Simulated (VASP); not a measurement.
A run of VASP 6.6.1 is set up as follows.

Contents of INCAR:

```
SYSTEM = B
PREC = Accurate
ENCUT = 520
EDIFF = 1E-7
ISMEAR = -1
SIGMA = 0.1
LREAL = .FALSE.
LASPH = .TRUE.
NELM = 80
ALGO = Normal
ISIF = 2
LWAVE = .FALSE.
LCHARG = .FALSE.
GGA = PS
NBANDS = 18
```

Contents of KPOINTS:

```
regular mesh
0
G
  4 4 4
  0 0 0
```

File POSCAR:

```
B
1.0
    4.2911530000      0.0076610000     -0.0184680000
    0.0076610000      4.1485400000      0.0376430000
   -0.0184680000      0.0376430000      4.1653910000
B
6
Direct
    0.3218353502      0.9833331688      1.0118065855
   -0.0154793736      0.3117611723     -0.1049360069
    0.6950532365      0.0407256960      0.0218637832
    0.0557302347      0.6957346138      0.9734127451
    1.0058054551      0.9698875515      0.3103424716
    1.0695438273      1.0085508232      0.6752063508
```

Potentials or basis: VASP PAW PBE potentials, release 64 (B).

Launch:

```bash
$ cat potpaw_PBE.64/B/POTCAR > POTCAR
$ mpirun -np 1 vasp_std > vasp.out
```

Q: Estimate the band gap on the k mesh.

A: Zero (bands 9 and 10 overlap by 1.02 eV).

Q: Predict the largest force.

A: 3.376 eV/Å.

Q: Predict the pressure.

A: -3.6 GPa.

Stress tensor (GPa, compression positive):
```
-7.77  2.31  0.81
 2.31 -3.19  2.82
 0.81  2.82  0.13
```

Caveat: the k points lie up to 0.38 Å⁻¹ apart, too coarse for converged energies and pressures of a metal; the PAW data sets were made with another functional, which shifts forces and pressure a little.
